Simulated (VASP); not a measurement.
A run of VASP 6.6.1:

INCAR

```
PREC = Accurate
ENCUT = 520
EDIFF = 1E-6
ISMEAR = 0
SIGMA = 0.01
LREAL = F
LASPH = T
NELM = 100
ALGO = Normal
ISIF = 2
LWAVE = F
LCHARG = T
GGA = PE
LELF = T
LVHAR = T
NBANDS = 17
```

File KPOINTS:

```
Automatic mesh
0
Gamma
  6 6 6
```

File POSCAR:

```
PbS
1.0
    0.0000000000      2.9756030624      2.9756030624
    2.9756030624      0.0000000000      2.9756030624
    2.9756030624      2.9756030624      0.0000000000
Pb S
1 1
Direct
    0.0000000000      0.0000000000      0.0000000000
    0.5000000000      0.5000000000      0.5000000000
```

Potentials or basis: VASP PAW PBE potentials, release 64 (Pb_d, S).

The run is started by

```console
$ cat potpaw_PBE.64/Pb_d/POTCAR potpaw_PBE.64/S/POTCAR > POTCAR
$ mpirun -np 1 vasp_std > vasp.out
```

Hardware: 1 thread of Intel(R) Xeon(R) 6975P-C (Granite Rapids), on a shared host.

**Question.** How long does it take, and how much memory?

**Answer.** Wall time 6.5 s on 1 thread of Intel(R) Xeon(R) 6975P-C (Granite Rapids) (shared host), peak memory 0.17 GiB. Counts: scf iterations 12, k points 16.
